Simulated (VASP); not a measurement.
A run of VASP 6.6.1 is set up as follows.

POSCAR

```
GaN
1.0
    3.1799996605      0.0000000000      0.0000000000
   -1.5899998303      2.7539604900      0.0000000000
    0.0000000000      0.0000000000      5.1660000000
Ga N
2 2
Direct
    0.3333333333      0.6666666667      0.0000000000
    0.6666666667      0.3333333333      0.5000000000
    0.3333333333      0.6666666667      0.3750000000
    0.6666666667      0.3333333333      0.8750000000
```

File INCAR.step1:

```
  PREC = Accurate
  ENCUT = 910
  ISMEAR = 0
  SIGMA = 0.1
  LREAL = F
  LASPH = T
  NELM = 120
  NBANDS = 26
  GGA = PE
  ALGO = Normal
  EDIFF = 1E-5
  LWAVE = T
  LCHARG = F
  GGA_COMPAT = F
```

INCAR.step2

```
  PREC = Accurate
  ENCUT = 910
  EDIFF = 1E-6
  ISMEAR = 0
  SIGMA = 0.1
  LREAL = F
  LASPH = T
  NELM = 120
  ALGO = Normal
  ISIF = 2
  LWAVE = F
  LCHARG = F
  METAGGA = R2SCAN
  LMIXTAU = T
  NBANDS = 26
  ISTART = 1
  GGA_COMPAT = F
```

File KPOINTS:

```
regular mesh
0
Gamma
  6 6 4
```

Potentials or basis: VASP PAW PBE potentials, release 64 (Ga_d, N_h).

Run with:

```bash
$ cat potpaw_PBE.64/Ga_d/POTCAR potpaw_PBE.64/N_h/POTCAR > POTCAR
$ cp INCAR.step1 INCAR
$ mpirun -np 1 vasp_std > vasp.out
$ cp INCAR.step2 INCAR
$ mpirun -np 1 vasp_std > vasp.out
```

(1) Predict the largest force.

(2) Estimate the pressure.

(3) Predict the band gap on the k mesh.

## Answers

(1) 0.142 eV/Å.

(2) 2.0 GPa.

(3) 2.37 eV.

Caveat: the cutoff is under 1.25 times the usual one of these potentials, so pressure, stress and relaxed cells hold a basis-set (Pulay) error; the PAW data sets were made with another functional, which shifts forces and pressure a little.
